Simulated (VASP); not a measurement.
## Y: single point with r2SCAN

Y:

```
CELL_PARAMETERS angstrom
0.00000 2.38560 2.38560
2.38560 0.00000 2.38560
2.38560 2.38560 0.00000
ATOMIC_POSITIONS crystal
Y 0.00000 0.00000 0.00000
```

This cell differs from its parent crystal: strain -0.040 along x and y, -0.040 along z.

| Quantity | Value |
| --- | --- |
| Program | VASP 6.6.1 |
| Task | single point |
| Functional | r2SCAN |
| Potentials or basis | VASP PAW PBE potentials, release 64 (Y_sv) |
| Cutoff | 520 eV |
| k mesh | 16 × 16 × 16 |
| Occupations | gaussian, width 0.15 eV |
| Spin | no spin polarisation |

* Pressure: 10.3 GPa

Levels at points of the mesh, in eV from the Fermi level:
```csv
k point,band 3,band 4,band 5,band 6,band 7,band 8
"(0.00, 0.00, 0.00)",-22.61,-22.61,-5.18,2.24,2.24,2.24
"(0.50, 0.00, 0.00)",-22.74,-22.74,-2.23,1.14,1.98,1.98
"(0.50, 0.50, 0.00)",-22.97,-22.97,-2.30,-1.25,3.05,6.75
```

Run time: 6.2 min on 1 thread of AMD EPYC 7R43 64-Core Processor (Zen 3), on a shared host, peak memory 0.18 GiB.

Caveat: the cell differs from its parent crystal (strain -0.040 along x and y, -0.040 along z); the PAW data sets were made with another functional, which shifts forces and pressure a little.
